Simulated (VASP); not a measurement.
# Cu (Fm-3m) in VASP: notebook

The runs below take Cu through single point, with LDA.

Everything below comes from runs of VASP 6.6.1. Logs are shortened: lines on timing, memory, paths and dates and some standing lists are left out, and cuts for length are marked.

### 1 The cell of the first run

The structure is cubic, space group Fm-3m (No. 225). The conventional cell has a = 3.506 Å, b = 3.506 Å, c = 3.506 Å, α = 90.00°, β = 90.00°, γ = 90.00°. Within 3.3 Å of Cu (site symmetry m-3m) lie 12 Cu at 2.48 Å.

### 2 Single point, LDA

INCAR

```
SYSTEM = Cu
  ALGO = Normal
  EDIFF = 1E-6
  ENCUT = 820
  GGA = CA
  GGA_COMPAT = .False.
  ISIF = 2
  ISMEAR = -1
  LASPH = .True.
  LCHARG = .True.
  LELF = .True.
  LREAL = .False.
  LVHAR = .True.
  LWAVE = .False.
  NBANDS = 16
  NELM = 120
  PREC = Accurate
  SIGMA = 0.1
```

KPOINTS

```
k-points
0
Gamma
  26 26 26
  0 0 0
```

POSCAR

```
Cu
1.0
    0.0000000000      1.7530912390      1.7530912390
    1.7530912390      0.0000000000      1.7530912390
    1.7530912390      1.7530912390      0.0000000000
Cu
1
Direct
    0.0000000000      0.0000000000      0.0000000000
```

Potentials or basis: VASP PAW LDA potentials, release 64 (Cu_sv_GW).

Run with:

```bash
$ cat potpaw_LDA.64/Cu_sv_GW/POTCAR > POTCAR
$ mpirun -np 1 vasp_std > vasp.out
```

OUTCAR:

```text
SYSTEM = Cu
   EDIFF = 1E-6
   ENCUT = 820
   GGA = CA
   ISIF = 2
   ISMEAR = -1
   LASPH = .True.
   LREAL = .False.
   NELM = 120
   PREC = Accurate

 ion  position               nearest neighbor table
   1  0.000  0.000  0.000-

  LATTYP: Found a face centered cubic cell.
 ALAT       =     3.5061824780

  Lattice vectors:

 A1 = (   0.0000000000,   1.7530912390,   1.7530912390)
 A2 = (   1.7530912390,   0.0000000000,   1.7530912390)
 A3 = (   1.7530912390,   1.7530912390,   0.0000000000)

Analysis of symmetry for initial positions (statically):
=====================================================================
 Subroutine PRICEL returns:
 Original cell was already a primitive cell.

 Routine SETGRP: Setting up the symmetry group for a
 face centered cubic supercell.

 Subroutine GETGRP returns: Found 48 space group operations
 (whereof 48 operations were pure point group operations)
 out of a pool of 48 trial point group operations.

The static configuration has the point symmetry O_h .

Analysis of symmetry for dynamics (positions and initial velocities):
=====================================================================
 Subroutine PRICEL returns:
 Original cell was already a primitive cell.

 Routine SETGRP: Setting up the symmetry group for a
 face centered cubic supercell.

 Subroutine GETGRP returns: Found 48 space group operations
 (whereof 48 operations were pure point group operations)
 out of a pool of 48 trial point group operations.

The dynamic configuration has the point symmetry O_h .

 Subroutine INISYM returns: Found 48 space group operations
 (whereof 48 operations are pure point group operations),
 and found     1 'primitive' translations

----------------------------------------------------------------------------------------

                                     Primitive cell

  volume of cell :      10.7757

  direct lattice vectors                    reciprocal lattice vectors
     0.000000000  1.753091239  1.753091239    -0.285210484  0.285210484  0.285210484
     1.753091239  0.000000000  1.753091239     0.285210484 -0.285210484  0.285210484
     1.753091239  1.753091239  0.000000000     0.285210484  0.285210484 -0.285210484

  length of vectors
     2.479245406  2.479245406  2.479245406     0.493999048  0.493999048  0.493999048

  position of ions in fractional coordinates (direct lattice)
     0.000000000  0.000000000  0.000000000

  ion indices of the primitive-cell ions
[... 70 lines left out ...]
   LSORBIT =      F    spin-orbit coupling
   LASPH  =      T    aspherical Exc in radial PAW
   ENCUT  =  820.0 eV  60.27 Ry    7.76 a.u.   5.79  5.79  5.79*2*pi/ulx,y,z
   NELM   =    120;   NELMIN=  2; NELMDL= -5     # of ELM steps
   EDIFF  = 0.1E-05   stopping-criterion for ELM
   LREAL  =      F    real-space projection
   EDIFFG = 0.1E-04   stopping-criterion for IOM
   NSW    =      0    number of steps for IOM
   IBRION =     -1    ionic relax: 0-MD 1-quasi-New 2-CG
   NFREE  =      0    steps in history (QN), initial steepest desc. (CG)
   ISIF   =      2    stress and relaxation
   ISYM   =      2    0-nonsym 1-usesym 2-fastsym
   POTIM  = 0.5000    time-step for ionic-motion
   TEBEG  =    0.0;   TEEND  =   0.0 temperature during run
   PSTRESS=    0.0 pullay stress
   NELECT =      19.0000    total number of electrons
   NUPDOWN=      -1.0000    fix difference up-down
   EMIN   =  10.00;   EMAX   =-10.00  energy-range for DOS
   EFERMI =   0.00;   METHOD = LEGACY
   ISMEAR =    -1;   SIGMA  =   0.10  broadening in eV -4-tet -1-fermi 0-gaus
   EFERMI_NEDOS =   21; number of points for ismear=-14 and -15
   IALGO  =     38    algorithm
   IMIX   =      4    mixing-type and parameters
     AMIX     =   0.40;   BMIX     =  1.00
     AMIX_MAG =   1.60;   BMIX_MAG =  1.00
  volume/ion in A,a.u.               =      10.78        72.72
  Fermi-wavevector in a.u.,A,eV,Ry     =   1.977781  3.737464 53.220785  3.911617
  Thomas-Fermi vector in A             =   2.998769
   LORBIT       =      0    0 simple, 1 ext, 2 COOP (PROOUT), +10 PAW based schemes
   GGA     = CA    functional components
   LHFCALC =     F    Hartree Fock is set to
   AEXX    =    0.0000 exact exchange contribution
   IVDW    =     0    specifies the selected vdW correction
   LEPSILON=     F    determine dielectric tensor
   LRPA    =     F    only Hartree local field effects (RPA)
 non-spin polarized calculation
  energy-cutoff  :      820.00
  volume of cell :       10.78
 maximum number of plane-waves:       589
   NGX = 11   NGY = 11   NGZ = 11

 number of electron      19.0000003 magnetization

 Free energy of the ion-electron system (eV)
  ---------------------------------------------------
  ext. energy  EPLUGINS =         0.00000000
  ---------------------------------------------------
  free energy    TOTEN  =        -4.86449640 eV

  energy without entropy =       -4.85550218  energy(sigma->0) =       -4.85999929

 E-fermi :   8.4074     XC(G=0): -14.4293

 val. band max:        8.4058097108   @ k =  -0.4231   0.1154   0.0000
 cond. band min:       8.4262673138   @ k =   0.5000   0.3462   0.1538
 fundamental gap:      0.0204576030
 Fermi energy:         8.4074034525

 k-point     1 :       0.0000    0.0000    0.0000
  band No.  band energies     occupation
      1    -103.3585      2.00000
      2     -61.2306      2.00000
      3     -61.2306      2.00000
      4     -61.2306      2.00000
      5      -1.7510      2.00000
      6       5.0267      2.00000
[... 433 lines left out ...]
      3     -61.2525      2.00000
      4     -61.2511      2.00000
      5       2.2613      2.00000
      6       5.0529      2.00000
[... 8 lines left out ...]
     15      35.4857      0.00000
     16      36.8400      0.00000

 [... further k-points ...]

------------------------ aborting loop because EDIFF is reached ----------------------------------------

  FORCE on cell =-STRESS in cart. coord.  units (eV):
  Direction    XX          YY          ZZ          XY          YZ          ZX
  --------------------------------------------------------------------------------------
  -------------------------------------------------------------------------------------
  Total        0.0847428      0.0847428      0.0847428     -0.0000000     -0.0000000      0.0000000
  in kB       12.5999819     12.5999819     12.5999819     -0.0000000     -0.0000000      0.0000000
  external PRESSURE =      12.5999819 kB  Pullay stress =       0.0000000 kB

 VOLUME and BASIS-vectors are now :
 -----------------------------------------------------------------------------
  energy-cutoff  :      820.00
  volume of cell :       10.78
      direct lattice vectors                 reciprocal lattice vectors
     0.000000000  1.753091239  1.753091239    -0.285210484  0.285210484  0.285210484
     1.753091239  0.000000000  1.753091239     0.285210484 -0.285210484  0.285210484
     1.753091239  1.753091239  0.000000000     0.285210484  0.285210484 -0.285210484

 POSITION                                       TOTAL-FORCE (eV/Angst)
 -----------------------------------------------------------------------------------
      0.00000      0.00000      0.00000         0.000000      0.000000      0.000000
 -----------------------------------------------------------------------------------
    total drift:                               -0.000000      0.000000      0.000000

  FREE ENERGIE OF THE ION-ELECTRON SYSTEM (eV)
  ---------------------------------------------------
  free  energy   TOTEN  =        -4.8644963960 eV

  energy  without entropy=       -4.8555021843  energy(sigma->0) =       -4.85999929
```

OSZICAR:

```text
N       E                     dE             d eps       ncg     rms          rms(c)
DAV:   1     0.247923350588E+03    0.24792E+03   -0.14901E+04 21424   0.508E+03
DAV:   2     0.367666476192E+01   -0.24425E+03   -0.23208E+03 24712   0.100E+03
DAV:   3    -0.568798996279E+01   -0.93647E+01   -0.93385E+01 22384   0.195E+02
DAV:   4    -0.581639981538E+01   -0.12841E+00   -0.12839E+00 22536   0.156E+01
DAV:   5    -0.582434267038E+01   -0.79429E-02   -0.79428E-02 23792   0.426E+00    0.870E+00
DAV:   6    -0.544441112946E+01    0.37993E+00   -0.57775E+00 21432   0.202E+02    0.549E+00
DAV:   7    -0.488405953685E+01    0.56035E+00   -0.18512E+00 18000   0.109E+02    0.179E+00
DAV:   8    -0.486476125856E+01    0.19298E-01   -0.32028E-02 26560   0.443E+00    0.299E-01
DAV:   9    -0.486456817274E+01    0.19309E-03   -0.16599E-03 26504   0.300E+00    0.907E-02
DAV:  10    -0.486449664844E+01    0.71524E-04   -0.12070E-04 26184   0.835E-01    0.556E-03
DAV:  11    -0.486449639605E+01    0.25239E-06   -0.67181E-07 14648   0.281E-02
   1 F= -.48644964E+01 E0= -.48599993E+01  d E =-.899421E-02
```

stdout:

```text
POSCAR found type information on POSCAR Cu
 POSCAR found :  1 types and       1 ions
 scaLAPACK will be used
 LDA part: xc-table for (Slater(with rela. corr.)+CA(PZ))
 , standard interpolation
 POSCAR, INCAR and KPOINTS ok, starting setup
 FFT: planning ... GRIDC
 FFT: planning ... GRID_SOFT
 FFT: planning ... GRID
 WAVECAR not read
 entering main loop
```

Wall time 1.9 min (1 thread of AMD EPYC 7R13 (Zen 3), shared host); peak memory 0.28 GiB.

What came out:

```yaml
Free_energy: -4.8645 eV
Pressure: 1.3 GPa
Band_gap_on_the_k_mesh: zero (an odd number of electrons rules out a gap without spin polarisation)
```

### 3 Single point, LDA

This run uses another cell than the first one, of 10.89 Å³/atom.

INCAR

```
SYSTEM = Cu
PREC = Accurate ; ENCUT = 820
EDIFF = 1E-6 ; ISMEAR = -1
SIGMA = 0.1 ; LREAL = .FALSE.
LASPH = .TRUE. ; NELM = 120
ALGO = Normal ; ISIF = 2
LWAVE = .FALSE. ; LCHARG = .FALSE.
NBANDS = 16 ; GGA_COMPAT = .FALSE.
```

KPOINTS

```
regular mesh
0
G
  26 26 26
  0 0 0
```

POSCAR

```
Cu
1.0
    0.0000000000      1.7591561727      1.7591561727
    1.7591561727      0.0000000000      1.7591561727
    1.7591561727      1.7591561727      0.0000000000
Cu
1
Direct
    0.0000000000      0.0000000000      0.0000000000
```

Potentials or basis: VASP PAW LDA potentials, release 64 (Cu_sv_GW).

Run with:

```bash
$ cat potpaw_LDA.64/Cu_sv_GW/POTCAR > POTCAR
$ mpirun -np 1 vasp_std > vasp.out
```

Wall time 94 s (1 thread of Intel Xeon Platinum 8259CL at 2.50GHz (Skylake/Cascade Lake), shared host); peak memory 0.32 GiB.

Results (log left out):

```
Free energy            : -4.8657 eV
Pressure               : -0.8 GPa
Band gap on the k mesh : zero (an odd number of electrons rules out a gap without spin polarisation)
```

Levels at points of the mesh, in eV from the Fermi level:
```
           k point  band 8  band 9  band 10  band 11  band 12  band 13
(0.00, 0.00, 0.00)   -3.34   -2.38    -2.38    23.32    26.41    26.41
(0.50, 0.00, 0.00)   -1.73   -1.73    -1.30     4.12    21.78    23.16
(0.50, 0.50, 0.00)   -1.57   -1.57     1.35     7.67    13.58    13.58
```

The gap in the log of VASP goes by the Fermi energy; the results here count the filled bands.